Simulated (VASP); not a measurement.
# Li2MnN2 (P-3m1) in VASP: single point with PBE

Aim: the single point of Li2MnN2 with PBE.

Program: VASP 6.6.1. These are calculated values, not measurements. Logs are shortened: lines on timing, memory, paths and dates and some standing lists are left out, and cuts for length are marked.

## Step 1: The cell of the first run

The structure is trigonal, space group P-3m1 (No. 164). The conventional cell has a = 3.026 Å, b = 3.026 Å, c = 5.423 Å, α = 90.00°, β = 90.00°, γ = 120.00°. Mn (site symmetry -3m) has 6 N at 2.05 Å and 6 Li at 2.59 Å within 2.7 Å. Within 2.6 Å of N (site symmetry 3m) lie 4 Li at 1.94 to 2.42 Å and 3 Mn at 2.05 Å. Li (site symmetry 3m) has 4 N at 1.94 to 2.42 Å and 3 Li at 2.36 Å and 3 Mn at 2.59 Å within 2.6 Å.

## Step 2: Single point, PBE, collinear spin, ferromagnetic start

The input, INCAR:

```
SYSTEM = Li2MnN2
  ALGO = Normal
  EDIFF = 1E-7
  ENCUT = 520
  GGA = PE
  ISIF = 2
  ISMEAR = -1
  ISPIN = 2
  LASPH = .TRUE.
  LCHARG = .TRUE.
  LELF = .TRUE.
  LMAXMIX = 4
  LORBIT = 11
  LREAL = .FALSE.
  LVHAR = .TRUE.
  LWAVE = .FALSE.
  MAGMOM = 4 0 0 0 0
  NBANDS = 26
  NELM = 150
  PREC = Accurate
  SIGMA = 0.05
```

The input, KPOINTS:

```
k-points
0
G
  10 10 5
  0 0 0
```

The input, POSCAR:

```
Li2MnN2
1.0
    3.0263108743      0.0000000000      0.0000000000
   -1.5131554371      2.6208620969      0.0000000000
    0.0000000000      0.0000000000      5.4232150044
Mn N Li
1 2 2
Direct
    0.0000000000      0.0000000000      0.0000000000
    0.3333333333      0.6666666667      0.1993190000
    0.6666666667      0.3333333333      0.8006810000
    0.3333333333      0.6666666667      0.6462630000
    0.6666666667      0.3333333333      0.3537370000
```

Potentials or basis: VASP PAW PBE potentials, release 64 (Mn_pv, N, Li_sv).

Launch:

```
cat potpaw_PBE.64/Mn_pv/POTCAR potpaw_PBE.64/N/POTCAR potpaw_PBE.64/Li_sv/POTCAR > POTCAR
mpirun -np 1 vasp_std > vasp.out
```

OUTCAR:

```text
SYSTEM = Li2MnN2
   EDIFF = 1E-7
   ENCUT = 520
   GGA = PE
   ISIF = 2
   ISMEAR = -1
   ISPIN = 2
   LASPH = .TRUE.
   LORBIT = 11
   LREAL = .FALSE.
   NELM = 150
   PREC = Accurate

 ion  position               nearest neighbor table
   1  0.000  0.000  0.000-   2 2.05   3 2.05   2 2.05   3 2.05   3 2.05   2 2.05   4 2.59   5 2.59
                             5 2.59   4 2.59   5 2.59   4 2.59
   2  0.333  0.667  0.199-   5 1.94   5 1.94   5 1.94   1 2.05   1 2.05   1 2.05
   3  0.667  0.333  0.801-   4 1.94   4 1.94   4 1.94   1 2.05   1 2.05   1 2.05
   4  0.333  0.667  0.646-   3 1.94   3 1.94   3 1.94   5 2.36   5 2.36   5 2.36   1 2.59   1 2.59
                             1 2.59
   5  0.667  0.333  0.354-   2 1.94   2 1.94   2 1.94   4 2.36   4 2.36   4 2.36   1 2.59   1 2.59
                             1 2.59

  LATTYP: Found a hexagonal cell.
 ALAT       =     3.0263108743
 C/A-ratio  =     1.7920217815

  Lattice vectors:

 A1 = (   3.0263108743,   0.0000000000,   0.0000000000)
 A2 = (  -1.5131554371,   2.6208620969,   0.0000000000)
 A3 = (   0.0000000000,   0.0000000000,   5.4232150044)

Analysis of symmetry for initial positions (statically):
=====================================================================
 Subroutine PRICEL returns:
 Original cell was already a primitive cell.

 Routine SETGRP: Setting up the symmetry group for a
 hexagonal supercell.

 Subroutine GETGRP returns: Found 12 space group operations
 (whereof 12 operations were pure point group operations)
 out of a pool of 24 trial point group operations.

The static configuration has the point symmetry D_3d.

Analysis of symmetry for dynamics (positions and initial velocities):
=====================================================================
 Subroutine PRICEL returns:
 Original cell was already a primitive cell.

 Routine SETGRP: Setting up the symmetry group for a
 hexagonal supercell.

 Subroutine GETGRP returns: Found 12 space group operations
 (whereof 12 operations were pure point group operations)
 out of a pool of 24 trial point group operations.

The dynamic configuration has the point symmetry D_3d.

Analysis of structural, dynamic, and magnetic symmetry:
=====================================================================
 Subroutine PRICEL returns:
 Original cell was already a primitive cell.

 Routine SETGRP: Setting up the symmetry group for a
 hexagonal supercell.

 Subroutine GETGRP returns: Found 12 space group operations
 (whereof 12 operations were pure point group operations)
 out of a pool of 24 trial point group operations.

The overall configuration has the point symmetry D_3d.

 Subroutine INISYM returns: Found 12 space group operations
 (whereof 12 operations are pure point group operations),
 and found     1 'primitive' translations

----------------------------------------------------------------------------------------

                                     Primitive cell

  volume of cell :      43.0145

  direct lattice vectors                    reciprocal lattice vectors
     3.026310874  0.000000000  0.000000000     0.330435319  0.190776921  0.000000000
    -1.513155437  2.620862097  0.000000000     0.000000000  0.381553841  0.000000000
     0.000000000  0.000000000  5.423215004     0.000000000  0.000000000  0.184392468

  length of vectors
     3.026310874  3.026310874  5.423215004     0.381553841  0.381553841  0.184392468

  position of ions in fractional coordinates (direct lattice)
     0.000000000  0.000000000  0.000000000
     0.333333333  0.666666667  0.199319000
     0.666666667  0.333333333  0.800681000
     0.333333333  0.666666667  0.646263000
     0.666666667  0.333333333  0.353737000

  ion indices of the primitive-cell ions
   primitive index   ion index
                 1           1
                 2           2
                 3           3
                 4           4
                 5           5

----------------------------------------------------------------------------------------

 KPOINTS: k-points

Automatic generation of k-mesh.
 Grid dimensions read from file:
 generate k-points for:   10   10    5

 Generating k-lattice:

  Cartesian coordinates                     Fractional coordinates (reciprocal lattice)
     0.033043532  0.019077692  0.000000000     0.100000000 -0.000000000  0.000000000
     0.000000000  0.038155384  0.000000000     0.000000000  0.100000000  0.000000000
     0.000000000  0.000000000  0.036878494     0.000000000  0.000000000  0.200000000

  Length of vectors
     0.038155384  0.038155384  0.036878494

  Shift w.r.t. Gamma in fractional coordinates (k-lattice)
     0.000000000  0.000000000  0.000000000

 Subroutine IBZKPT returns following result:
 ===========================================

 Found     58 irreducible k-points:

 Following reciprocal coordinates:
            Coordinates               Weight
  0.000000  0.000000  0.000000      1.000000
  0.100000 -0.000000  0.000000      6.000000
  0.200000 -0.000000  0.000000      6.000000
  0.300000 -0.000000  0.000000      6.000000
  0.400000 -0.000000  0.000000      6.000000
  0.500000 -0.000000  0.000000      3.000000
[... 16 lines left out ...]
  0.000000  0.400000  0.200000      6.000000
  0.500000 -0.000000  0.200000      6.000000
 [... further k-points ...]
   k-points           NKPTS =     58   k-points in BZ     NKDIM =     58   number of bands    NBANDS=     26
   number of dos      NEDOS =    301   number of ions     NIONS =      5
   total plane-waves  NPLWV =  23040
   dimension x,y,z NGX =    24 NGY =   24 NGZ =   40
   dimension x,y,z NGXF=    48 NGYF=   48 NGZF=   80
   ions per type =               1   2   2
   NGX,Y,Z   is equivalent  to a cutoff of  13.18, 13.18, 12.26 a.u.
   NGXF,Y,Z  is equivalent  to a cutoff of  26.37, 26.37, 24.52 a.u.
 SYSTEM =  Li2MnN2
   PREC   = accura    normal or accurate (medium, high low for compatibility)
   ISTART =      0    job   : 0-new  1-cont  2-samecut
   ICHARG =      2    charge: 1-file 2-atom 10-const
   ISPIN  =      2    spin polarized calculation?
   LNONCOLLINEAR =      F non collinear calculations
   LSORBIT =      F    spin-orbit coupling
   LASPH  =      T    aspherical Exc in radial PAW
   ENCUT  =  520.0 eV  38.22 Ry    6.18 a.u.   5.63  5.63 10.08*2*pi/ulx,y,z
   NELM   =    150;   NELMIN=  2; NELMDL= -5     # of ELM steps
   EDIFF  = 0.1E-06   stopping-criterion for ELM
   LREAL  =      F    real-space projection
   EDIFFG = 0.1E-05   stopping-criterion for IOM
   NSW    =      0    number of steps for IOM
   IBRION =     -1    ionic relax: 0-MD 1-quasi-New 2-CG
   NFREE  =      0    steps in history (QN), initial steepest desc. (CG)
   ISIF   =      2    stress and relaxation
   ISYM   =      2    0-nonsym 1-usesym 2-fastsym
   POTIM  = 0.5000    time-step for ionic-motion
   TEBEG  =    0.0;   TEEND  =   0.0 temperature during run
   PSTRESS=    0.0 pullay stress
   NELECT =      29.0000    total number of electrons
   NUPDOWN=      -1.0000    fix difference up-down
   EMIN   =  10.00;   EMAX   =-10.00  energy-range for DOS
   EFERMI =   0.00;   METHOD = LEGACY
   ISMEAR =    -1;   SIGMA  =   0.05  broadening in eV -4-tet -1-fermi 0-gaus
   EFERMI_NEDOS =   21; number of points for ismear=-14 and -15
   IALGO  =     38    algorithm
   IMIX   =      4    mixing-type and parameters
     AMIX     =   0.40;   BMIX     =  1.00
     AMIX_MAG =   1.60;   BMIX_MAG =  1.00
  volume/ion in A,a.u.               =       8.60        58.06
  Fermi-wavevector in a.u.,A,eV,Ry     =   1.435498  2.712698 28.036915  2.060655
  Thomas-Fermi vector in A             =   2.554790
   LORBIT       =     11    0 simple, 1 ext, 2 COOP (PROOUT), +10 PAW based schemes
   GGA     = PE    functional components
   LHFCALC =     F    Hartree Fock is set to
   AEXX    =    0.0000 exact exchange contribution
   IVDW    =     0    specifies the selected vdW correction
   LEPSILON=     F    determine dielectric tensor
   LRPA    =     F    only Hartree local field effects (RPA)
 spin polarized calculation
  energy-cutoff  :      520.00
  volume of cell :       43.01
 maximum number of plane-waves:      1178
 NGX is ok and might be reduce to    24
   NGX = 11   NGY = 11   NGZ = 21

 number of electron      29.0000005 magnetization       2.9994071

 Free energy of the ion-electron system (eV)
  ---------------------------------------------------
  ext. energy  EPLUGINS =         0.00000000
  ---------------------------------------------------
  free energy    TOTEN  =       -31.75781104 eV

  energy without entropy =      -31.75759647  energy(sigma->0) =      -31.75770376

 E-fermi :   5.8928     XC(G=0): -11.2745

 val. band max:        5.6131967218   @ k =   0.1000  -0.0000   0.4000
 cond. band min:       6.1109895556   @ k =   0.5000  -0.0000   0.4000
 fundamental gap:      0.4977928338
 Fermi energy:         5.8928085506

 spin component 1

 k-point     1 :       0.0000    0.0000    0.0000
  band No.  band energies     occupation
      1     -44.4717      1.00000
      2     -44.4080      1.00000
      3     -44.4080      1.00000
      4     -39.1499      1.00000
      5     -39.0128      1.00000
      6      -9.5902      1.00000
[... 18 lines left out ...]
     25      19.5739      0.00000
     26      21.0298      0.00000

 k-point     2 :       0.1000   -0.0000    0.0000
  band No.  band energies     occupation
      1     -44.4705      1.00000
      2     -44.4154      1.00000
      3     -44.4098      1.00000
      4     -39.1449      1.00000
      5     -39.0140      1.00000
      6      -9.4637      1.00000
[... 18 lines left out ...]
     25      19.6236      0.00000
[... 608 lines left out ...]
     25      19.5391      0.00000
     26      21.6097      0.00000

 k-point    24 :       0.5000   -0.0000    0.2000
  band No.  band energies     occupation
      1     -44.4853      1.00000
      2     -44.4591      1.00000
      3     -44.4265      1.00000
      4     -39.0829      1.00000
      5     -39.0389      1.00000
      6      -7.8358      1.00000
[... 18 lines left out ...]
     25      19.7280      0.00000
     26      21.2393      0.00000

 [... further k-points ...]

 spin component 2

 k-point     1 :       0.0000    0.0000    0.0000
  band No.  band energies     occupation
      1     -41.4154      1.00000
      2     -41.3486      1.00000
      3     -41.3486      1.00000
      4     -39.1542      1.00000
      5     -39.0159      1.00000
      6      -9.4340      1.00000
[... 18 lines left out ...]
     25      19.7031      0.00000
     26      21.1543      0.00000

 k-point     2 :       0.1000   -0.0000    0.0000
  band No.  band energies     occupation
      1     -41.4138      1.00000
      2     -41.3574      1.00000
      3     -41.3507      1.00000
      4     -39.1491      1.00000
      5     -39.0172      1.00000
      6      -9.3101      1.00000
[... 18 lines left out ...]
     25      19.8307      0.00000
[... 608 lines left out ...]
     25      20.0909      0.00000
     26      21.8694      0.00000

 k-point    24 :       0.5000   -0.0000    0.2000
  band No.  band energies     occupation
      1     -41.4405      1.00000
      2     -41.3983      1.00000
      3     -41.3701      1.00000
      4     -39.0869      1.00000
      5     -39.0433      1.00000
      6      -7.6853      1.00000
[... 18 lines left out ...]
     25      20.3335      0.00000
     26      21.4443      0.00000

 [... further k-points ...]

------------------------ aborting loop because EDIFF is reached ----------------------------------------

  FORCE on cell =-STRESS in cart. coord.  units (eV):
  Direction    XX          YY          ZZ          XY          YZ          ZX
  --------------------------------------------------------------------------------------
  -------------------------------------------------------------------------------------
  Total       -0.4116401     -0.4116401     -0.3155709     -0.0000000     -0.0000000      0.0000000
  in kB      -15.3325251    -15.3325251    -11.7541996     -0.0000000     -0.0000000      0.0000000
  external PRESSURE =     -14.1397499 kB  Pullay stress =       0.0000000 kB

 VOLUME and BASIS-vectors are now :
 -----------------------------------------------------------------------------
  energy-cutoff  :      520.00
  volume of cell :       43.01
      direct lattice vectors                 reciprocal lattice vectors
     3.026310874  0.000000000  0.000000000     0.330435319  0.190776921  0.000000000
    -1.513155437  2.620862097  0.000000000     0.000000000  0.381553841  0.000000000
     0.000000000  0.000000000  5.423215004     0.000000000  0.000000000  0.184392468

 POSITION                                       TOTAL-FORCE (eV/Angst)
 -----------------------------------------------------------------------------------
      0.00000      0.00000      0.00000         0.000000      0.000000      0.000000
     -0.00000      1.74724      1.08095         0.000000     -0.000000     -0.010435
      1.51316      0.87362      4.34227        -0.000000      0.000000      0.010435
     -0.00000      1.74724      3.50482         0.000000     -0.000000      0.029415
      1.51316      0.87362      1.91839        -0.000000      0.000000     -0.029415
 -----------------------------------------------------------------------------------
    total drift:                               -0.000000     -0.000000      0.000000

  FREE ENERGIE OF THE ION-ELECTRON SYSTEM (eV)
  ---------------------------------------------------
  free  energy   TOTEN  =       -31.7578110392 eV

  energy  without entropy=      -31.7575964729  energy(sigma->0) =      -31.75770376

 total charge

# of ion       s       p       d       tot
------------------------------------------
    1        0.329   6.405   4.918  11.652
    2        1.243   2.441   0.000   3.685
    3        1.243   2.441   0.000   3.685
    4        2.041   0.098   0.000   2.139
    5        2.041   0.098   0.000   2.139
--------------------------------------------------
tot          6.897  11.484   4.918  23.300

 magnetization (x)

# of ion       s       p       d       tot
------------------------------------------
    1        0.032   0.043   2.749   2.824
    2        0.001   0.032   0.000   0.033
    3        0.001   0.032   0.000   0.033
    4        0.000  -0.003   0.000  -0.003
    5        0.000  -0.003   0.000  -0.003
--------------------------------------------------
tot          0.035   0.101   2.749   2.885
```

Wall time 59 s (1 thread of Intel Xeon 6975P-C (Granite Rapids), shared host); peak memory 0.24 GiB.

Results:

| Item | Value |
| --- | --- |
| Free energy | -31.7578 eV |
| Largest force | 0.029 eV/Å |
| Band gap on the k mesh | 0.50 eV (least direct gap 0.77 eV) |
| Net moment | 3.00 μB per cell |
| Site moments | Mn +2.82; N +0.03; Li -0.00 μB |
| Valence electrons inside the program's atomic spheres | Mn 11.65; N 3.69; Li 2.14 |

Forces in eV/Å, atoms in the order of the input:
```
Mn   0.000  0.000  0.000
N    0.000  0.000 -0.010
N    0.000  0.000  0.010
Li   0.000  0.000  0.029
Li   0.000  0.000 -0.029
```

Levels at points of the mesh, in eV from the valence-band top:
Spin up:
```csv
k point,band 12,band 13,band 14,band 15,band 16,band 17,band 18,band 19,band 20,band 21
"(0.00, 0.00, 0.00)",-2.31,-1.37,-0.40,-0.20,-0.20,2.52,2.52,4.14,8.33,9.28
"(0.50, 0.00, 0.00)",-2.05,-1.94,-1.87,-1.76,-1.04,1.89,2.42,5.89,8.28,9.29
```
Spin down:
| k point | band 9 | band 10 | band 11 | band 12 | band 13 | band 14 | band 15 | band 16 | band 17 | band 18 |
| --- | --- | --- | --- | --- | --- | --- | --- | --- | --- | --- |
| (0.00, 0.00, 0.00) | -3.37 | -3.37 | -0.34 | -0.12 | -0.12 | 0.65 | 0.65 | 1.27 | 3.69 | 3.69 |
| (0.50, 0.00, 0.00) | -4.27 | -3.27 | -3.15 | -1.93 | -1.82 | 0.63 | 1.54 | 1.92 | 3.32 | 3.64 |

Caveat: the cutoff is under 1.25 times the usual one of these potentials, so pressure, stress and relaxed cells hold a basis-set (Pulay) error; an odd mesh through Γ misses points on the zone boundary, where band edges can lie; a cell with one magnetic atom can't hold antiferromagnetic order, which such compounds often take.
